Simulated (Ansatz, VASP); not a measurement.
**P: VASP beside Ansatz**

```
P
1.0
     2.42161    0.00000    0.00000
     0.00000    2.42161    0.00000
     0.07265    0.00000    2.42161
P
1
Direct
  0.00000 0.00000 0.00000
```

Change from the starting cell: shear of c along a, cell held, atoms relaxed: +3.0 %.

Alike in both runs: task single point; functional PBEsol; k mesh 18 × 18 × 18; occupations gaussian, width 0.1 eV; no spin polarisation.

```csv
,VASP,Ansatz
version,VASP 6.6.1,Ansatz 0.2.0
potentials or method,"VASP PAW PBE potentials, release 64 (P), cutoff 520 eV","scalar-relativistic, plane waves, PAW"
valence electrons in the cell,5,5
```

VASP gave:

| Property | Result |
| --- | --- |
| gap on the k mesh at the Fermi level (eV) | none |
| pressure (GPa) | 0.1 |
| traceless stress, the component that is largest in VASP (GPa) | -1.67 |

Question: Which values does Ansatz return?

Answer: gap on the k mesh at the Fermi level (eV): none; pressure (GPa): 0.0; traceless stress, the component that is largest in VASP (GPa): -1.68.

VASP's potentials were made for PBE, not for PBEsol. A gap of «none» marks a metal or a gap that the smearing closes. With one functional, cell and mesh, what is left measures potentials, basis and numerics.
